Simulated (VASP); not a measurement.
Sb:

```xyz
1
Lattice="-1.5870 1.5870 2.7299 1.5870 -1.5870 2.7299 1.5870 1.5870 -2.7299" Properties=species:S:1:pos:R:3 pbc="T T T"
Sb    0.0000    0.0000    0.0000
```

Base run:

| Quantity | Value |
| --- | --- |
| Program | VASP 6.6.1 |
| Functional | HSE06 |
| Potentials or basis | VASP PAW PBE potentials, release 64 (Sb) |
| Cutoff | 520 eV |
| k mesh | 8 × 8 × 8 |
| Occupations | fermi-dirac, width 0.05 eV |
| Spin | no spin polarisation |

Its results: band gap on the k mesh zero (an odd number of electrons rules out a gap without spin polarisation); pressure -2.6 GPa.

Q: The run is repeated on the same cell with these changes: functional from HSE06 to PBE0; k mesh from 8 × 8 × 8 to 6 × 6 × 6. What comes out?

A: Band gap on the k mesh zero (an odd number of electrons rules out a gap without spin polarisation); pressure -3.2 GPa.

Several settings changed at once.

Caveats: some runs use coarse meshes; the PAW data sets were made with another functional, which shifts forces and pressure a little; spin-orbit coupling is left out, which moves the levels of the heavy elements.
